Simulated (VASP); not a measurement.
Write the native input for VASP 6.6.1 that does the following.

```
Task                   : electric field gradients
Functional             : LDA
Potentials or basis    : VASP PAW LDA potentials, release 64 (Na_pv, H, F)
Cutoff                 : 520 eV
k mesh                 : 10 × 10 × 10
Occupations            : fermi-dirac, width 0.02 eV
Spin                   : no spin polarisation
Dipole correction      : no
Further INCAR settings : ALGO = Normal; EDIFF = 1e-08; NBANDS = 19
```

The structure of NaHF2 lies in POSCAR:

```
NaHF2
1.0
    1.7457296693      1.0078974945      4.6388706988
   -1.7457296693      1.0078974945      4.6388706988
    0.0000000000     -2.0157949890      4.6388706988
Na H F
1 1 2
Direct
    0.0000000000      0.0000000000      0.0000000000
    0.5000000000      0.5000000000      0.5000000000
    0.4100000000      0.4100000000      0.4100000000
    0.5900000000      0.5900000000      0.5900000000
```

This cell differs from its parent crystal: equal xx and yy strain of +1 %.

One way to write it, as run:

INCAR

```
SYSTEM = NaHF2
PREC = Accurate
ENCUT = 520
EDIFF = 1E-8
ISMEAR = -1
SIGMA = 0.02
LREAL = .FALSE.
LASPH = .TRUE.
NELM = 100
ALGO = Normal
ISIF = 2
LWAVE = .FALSE.
LCHARG = .FALSE.
GGA = CA
LEFG = .TRUE.
NBANDS = 19
```

KPOINTS

```
Automatic mesh
0
G
  10 10 10
  0 0 0
```

Potentials or basis: VASP PAW LDA potentials, release 64 (Na_pv, H, F).

Launch:

```console
$ cat potpaw_LDA.64/Na_pv/POTCAR potpaw_LDA.64/H/POTCAR potpaw_LDA.64/F/POTCAR > POTCAR
$ mpirun -np 1 vasp_std > vasp.out
```

It gave:

```
Pressure                                : -7.4 GPa
Largest force                           : 2.078 eV/Å
Band gap on the k mesh                  : 6.28 eV (least direct gap 6.57 eV)
Largest electric field gradient by atom : Na +8.5; H -0.6; F +117.9 V/Å²
```

Caveat: the cell differs from its parent crystal (equal xx and yy strain of +1 %); the cell stands under tension; without QUAD_EFG the Cq values of the log hold for a quadrupole moment of 1 mb, not for the nuclei; forces of over 1 eV/Å act on the atoms, so gaps and moduli don't describe the material at rest.

Run time: 68 s on 1 thread of Intel(R) Xeon(R) 6975P-C (Granite Rapids), with other jobs on the host, peak memory 0.24 GiB.
